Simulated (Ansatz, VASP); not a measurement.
## HfO2 in VASP and in Ansatz

The input POSCAR:

```
HfO2
1.0
    0.0000000000      2.5575000000      2.5575000000
    2.5575000000      0.0000000000      2.5575000000
    2.5575000000      2.5575000000      0.0000000000
Hf O
1 2
Direct
   -0.0005058801     -0.0005058801     -0.0005058801
    0.2528218488      0.2528218488      0.2528218488
    0.7528218488      0.7528218488      0.7528218488
```

File INCAR.step1:

```
SYSTEM = HfO2
ALGO = Normal
EDIFF = 1E-4
ENCUT = 520
GGA = PE
ISMEAR = 0
LASPH = .True.
LCHARG = .False.
LREAL = .False.
LWAVE = .True.
NBANDS = 18
NELM = 60
PREC = Accurate
SIGMA = 0.05
```

The input INCAR.step2:

```
SYSTEM = HfO2
ALGO = Normal
EDIFF = 1E-6
ENCUT = 520
ISIF = 2
ISMEAR = 0
ISTART = 1
LASPH = .True.
LCHARG = .True.
LELF = .True.
LMIXTAU = .True.
LREAL = .False.
LVHAR = .True.
LWAVE = .False.
METAGGA = R2SCAN
NBANDS = 18
NELM = 60
PREC = Accurate
SIGMA = 0.05
```

File KPOINTS:

```
k-points
0
Gamma
  8 8 8
  0 0 0
```

Input for Ansatz:

```yaml
crystal:
  lattice:
    - [0.0, 2.5575, 2.5575]
    - [2.5575, 0.0, 2.5575]
    - [2.5575, 2.5575, 0.0]
  atoms:
    - { symbol: Hf, position: [-0.0005058801, -0.0005058801, -0.0005058801] }
    - { symbol: O, position: [0.2528218488, 0.2528218488, 0.2528218488] }
    - { symbol: O, position: [0.7528218488, 0.7528218488, 0.7528218488] }
basis:
  ecutwfc: 500
kpoints:
  mp_grid: { grid: [8, 8, 8] }
hamiltonian:
  xc: r2scan
scf:
  occupations: { method: gaussian, width: 0.05 }
output:
  forces: true
  stress: true
  eigenvalues: true
```

Change from the starting cell: mode 4 (202.9 1/cm) frozen in, largest displacement +0.025 Å.

Alike in both runs: task single point; functional r2SCAN; k mesh 8 × 8 × 8; occupations gaussian, width 0.05 eV; no spin polarisation.

```csv
,VASP,Ansatz
version,VASP 6.6.1,Ansatz 0.2.0
potentials or method,"VASP PAW PBE potentials, release 64 (Hf_pv, O), cutoff 520 eV","scalar-relativistic, plane waves, PAW"
valence electrons in the cell,22,38
```

```csv
,VASP,Ansatz,Ansatz less VASP
gap on the k mesh at the Fermi level (eV),4.22,4.21,-0.006
least direct gap on the mesh (eV),4.22,4.21,-0.006
pressure (GPa),-11.9,-8.3,+3.55
rms of the force components (eV/Å),0.043,0.050,+0.0070
```

VASP's potentials were made for PBE, not for r2SCAN. Atom by atom the forces differ by 0.007 eV/Å (rms over components). VASP's potentials hold 22 valence electrons a cell and Ansatz's 38, so a difference there can come from the potentials and not from the codes.

Neither program's run includes spin-orbit coupling.
